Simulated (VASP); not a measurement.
Runs of VASP 6.6.1 on CaO (rock salt type). The structure is that of space group Fm-3m (No. 225), or close to it. The cells are those of the table. 

```csv
level,cell,k mesh,smearing,gap on the mesh (eV),pressure (GPa)
PBE,"a = 3.370 Å, angles 60.0°, 2 atoms",20 × 20 × 20,fermi-dirac 0.0612256 eV,3.63,(a)
r2SCAN,"a = 3.358 Å, angles 60.0°, 2 atoms",12 × 12 × 12,fermi-dirac 0.1 eV,4.18,4.8
r2SCAN,"a = 3.461 Å, angles 60.0°, 2 atoms",12 × 12 × 12,fermi-dirac 0.1 eV,(c),-5.5
r2SCAN,"a = 3.393 Å, angles 60.0°, 2 atoms",12 × 12 × 12,fermi-dirac 0.1 eV,4.19,0.8
PBE,"a = 3.393 Å, angles 60.0°, 2 atoms",20 × 20 × 20,fermi-dirac 0.0612256 eV,3.63,2.8
r2SCAN,"a = 3.427 Å, angles 60.0°, 2 atoms",12 × 12 × 12,fermi-dirac 0.1 eV,4.19,(b)
PBE,"a = 3.346 Å, angles 60.0°, 2 atoms",20 × 20 × 20,fermi-dirac 0.0612256 eV,3.62,8.1
```

Alike in all rows: task single point; potentials or basis VASP PAW PBE potentials, release 64 (Ca_sv, O); no spin polarisation; cutoff (eV) 520.

Fill in the values left out.

(a) 5.3; (b) -2.6; (c) 4.20.

Caveats: the PAW data sets were made with another functional, which shifts forces and pressure a little (at least some runs); the cell stands under pressure (at least some runs); the cell stands under tension (at least some runs).

A k mesh can miss the band edges.
